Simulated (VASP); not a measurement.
A run of VASP 6.6.1 is set up as follows.

File INCAR:

```
SYSTEM = Au
ALGO = Normal
EDIFF = 1E-6
ENCUT = 520
GGA = PS
ISIF = 2
ISMEAR = -1
LASPH = .TRUE.
LCHARG = .FALSE.
LREAL = .FALSE.
LWAVE = .FALSE.
NBANDS = 12
NELM = 80
PREC = Accurate
SIGMA = 0.05
```

The input KPOINTS:

```
k-points
0
G
  11 11 11
  0 0 0
```

POSCAR

```
Au
1.0
    0.0000000000      1.9602385696      1.9602385696
    1.9602385696      0.0000000000      1.9602385696
    1.9602385696      1.9602385696      0.0000000000
Au
1
Direct
    0.0000000000      0.0000000000      0.0000000000
```

Potentials or basis: VASP PAW PBE potentials, release 64 (Au).

Run with:

```console
$ cat potpaw_PBE.64/Au/POTCAR > POTCAR
$ mpirun -np 1 vasp_std > vasp.out
```

Q: What does it give for the pressure?

A: 29.7 GPa.

Caveat: the PAW data sets were made with another functional, which shifts forces and pressure a little.
